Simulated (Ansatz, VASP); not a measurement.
One calculation of GaN, two programs

Contents of POSCAR:

```
GaN
1.0
    0.0000000000      2.3661756379      2.1408255771
    2.3661756379      0.0000000000      2.1408255771
    2.3661756379      2.3661756379      0.0000000000
Ga N
1 1
Direct
    0.0000000000      0.0000000000      0.0000000000
    0.7500000000      0.7500000000      0.7500000000
```

Contents of INCAR.step1:

```
  ALGO = Normal
  EDIFF = 1E-4
  ENCUT = 520
  GGA = PE
  ISMEAR = 0
  LASPH = T
  LCHARG = F
  LREAL = F
  LWAVE = T
  NBANDS = 16
  NELM = 80
  PREC = Accurate
  SIGMA = 0.05
```

The input INCAR.step2:

```
  ALGO = Normal
  EDIFF = 1E-6
  ENCUT = 520
  ISIF = 2
  ISMEAR = 0
  ISTART = 1
  LASPH = T
  LCHARG = F
  LMIXTAU = T
  LREAL = F
  LWAVE = F
  METAGGA = R2SCAN
  NBANDS = 16
  NELM = 80
  PREC = Accurate
  SIGMA = 0.05
```

KPOINTS

```
k-points
0
Gamma
  10 10 10
```

Input for Ansatz:

```yaml
crystal:
  lattice:
    - [0.0, 2.3661756379, 2.1408255771]
    - [2.3661756379, 0.0, 2.1408255771]
    - [2.3661756379, 2.3661756379, 0.0]
  atoms:
    - { symbol: Ga, position: [0.0, 0.0, 0.0] }
    - { symbol: "N", position: [0.75, 0.75, 0.75] }
basis:
  ecutwfc: 500
kpoints:
  mp_grid: { grid: [10, 10, 10] }
hamiltonian:
  xc: r2scan
scf:
  occupations: { method: gaussian, width: 0.05 }
output:
  forces: true
  stress: true
  eigenvalues: true
```

Change from the starting cell: strain +0.050 along x and y, -0.050 along z, atoms carried along.

Alike in both runs: task single point; functional r2SCAN; k mesh 10 × 10 × 10; occupations gaussian, width 0.05 eV; no spin polarisation.

```csv
,VASP,Ansatz
version,VASP 6.6.1,Ansatz 0.2.0
potentials or method,"VASP PAW PBE potentials, release 64 (Ga_d, N), cutoff 520 eV","scalar-relativistic, plane waves, PAW"
valence electrons in the cell,18,18
```

VASP gave:

```
gap on the k mesh at the Fermi level (eV)                     : 1.53
least direct gap on the mesh (eV)                             : 1.53
pressure (GPa)                                                : -8.9
traceless stress, the component that is largest in VASP (GPa) : 7.17
```

**Question.** Which values does Ansatz return?

**Answer.** gap on the k mesh at the Fermi level (eV): 1.54; least direct gap on the mesh (eV): 1.54; pressure (GPa): -9.8; traceless stress, the component that is largest in VASP (GPa): 7.31.

VASP's potentials were made for PBE, not for r2SCAN.
